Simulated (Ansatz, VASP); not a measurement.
Zr2Ge in VASP and in Ansatz

```xyz
3
Lattice="2.7712 -3.5579 0.0000 2.7712 3.5579 0.0000 0.0000 0.0000 3.6107" Properties=species:S:1:pos:R:3 pbc="T T T"
Zr    2.7712    1.5974    0.0000
Zr    2.7712   -1.5974    0.0000
Ge    0.0000    0.0000    1.8054
```

Alike in both runs: functional PBE; k mesh 4 × 4 × 6; occupations gaussian, width 0.1 eV; no spin polarisation.

Ansatz relaxed the structure, and its values are those at the end. VASP's run is a single point on that final structure, the one shown.

```csv
,VASP,Ansatz
version,VASP 6.6.1,Ansatz 0.2.0
potentials or method,"VASP PAW PBE potentials, release 64 (Zr_sv, Ge_d), cutoff 520 eV","scalar-relativistic, plane waves, PAW"
valence electrons in the cell,38,38
```

Ansatz gave:

| Quantity | Value |
| --- | --- |
| gap on the k mesh at the Fermi level (eV) | none |
| pressure (GPa) | -0.1 |

Question: Estimate VASP's values.

Answer: gap on the k mesh at the Fermi level (eV): none; pressure (GPa): 0.0.

A gap of «none» marks a metal or a gap that the smearing closes.
